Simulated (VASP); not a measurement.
Input of a VASP 6.6.1 run:

The input POSCAR:

```
ZnSe
1.0
    0.0000000000      3.0595808523      2.6063096149
    3.0595808523      0.0000000000      2.6063096149
    3.0595808523      3.0595808523      0.0000000000
Zn Se
1 1
Direct
    0.0000000000      0.0000000000      0.0000000000
    0.7500000000      0.7500000000      0.7500000000
```

Contents of INCAR.step1:

```
SYSTEM = ZnSe
PREC = Accurate ; ENCUT = 520
ISMEAR = 0 ; SIGMA = 0.05
LREAL = .FALSE. ; LASPH = .TRUE.
NELM = 60 ; NBANDS = 16
GGA = PE ; ALGO = Normal
EDIFF = 1E-4 ; LWAVE = .TRUE.
LCHARG = .FALSE.
```

The input INCAR.step2:

```
SYSTEM = ZnSe
PREC = Accurate ; ENCUT = 520
EDIFF = 1E-6 ; ISMEAR = 0
SIGMA = 0.05 ; LREAL = .FALSE.
LASPH = .TRUE. ; NELM = 60
ALGO = Normal ; ISIF = 2
LWAVE = .FALSE. ; LCHARG = .TRUE.
METAGGA = R2SCAN ; LMIXTAU = .TRUE.
LELF = .TRUE. ; LVHAR = .TRUE.
NBANDS = 16 ; ISTART = 1
```

Contents of KPOINTS:

```
regular mesh
0
G
  8 8 8
  0 0 0
```

Potentials or basis: VASP PAW PBE potentials, release 64 (Zn, Se).

Run with:

```bash
$ cat potpaw_PBE.64/Zn/POTCAR potpaw_PBE.64/Se/POTCAR > POTCAR
$ cp INCAR.step1 INCAR
$ mpirun -np 1 vasp_std > vasp.out
$ cp INCAR.step2 INCAR
$ mpirun -np 1 vasp_std > vasp.out
```

Task: Estimate the band gap on the k mesh.

Result: 1.21 eV, direct.

Task: What does it give for the pressure?

Result: -4.2 GPa.

Stress tensor (GPa, compression positive):
```
-5.79  0.00  0.00
 0.00 -5.79  0.00
 0.00  0.00 -1.16
```

Caveat: the cell differs from its parent crystal (strain +0.080 along x and y, -0.080 along z); the PAW data sets were made with another functional, which shifts forces and pressure a little.
